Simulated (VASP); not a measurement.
A run of VASP 6.6.1:

Contents of INCAR:

```
PREC = Accurate
ENCUT = 520
EDIFF = 1E-8
ISMEAR = -1
SIGMA = 0.02
LREAL = False
LASPH = True
NELM = 120
ALGO = Normal
ISIF = 2
LWAVE = False
LCHARG = False
GGA = CA
LEFG = True
NBANDS = 37
GGA_COMPAT = False
```

Contents of KPOINTS:

```
Automatic mesh
0
Gamma
  7 7 7
```

The input POSCAR:

```
Cu2O
1.0
    4.2600000000      0.0000000000      0.0000000000
    0.0000000000      4.2600000000      0.0000000000
    0.0000000000      0.0000000000      4.2600000000
Cu O
4 2
Direct
    0.2500000000      0.2500000000      0.2500000000
    0.2500000000      0.7500000000      0.7500000000
    0.7500000000      0.7500000000      0.2500000000
    0.7500000000      0.2500000000      0.7500000000
    0.0000000000      0.0000000000      0.0000000000
    0.5000000000      0.5000000000      0.5000000000
```

Potentials or basis: VASP PAW LDA potentials, release 64 (Cu, O).

Command:

```console
$ cat potpaw_LDA.64/Cu/POTCAR potpaw_LDA.64/O/POTCAR > POTCAR
$ mpirun -np 1 vasp_std > vasp.out
```

Hardware: 1 thread of Intel(R) Xeon(R) 6975P-C (Granite Rapids), on a shared host.

**Question.** How long does it take, and how much memory?

**Answer.** It took 28 s on 1 thread of Intel(R) Xeon(R) 6975P-C (Granite Rapids), with other jobs on the host, peak memory 0.17 GiB. Counts: scf iterations 17, k points 20.
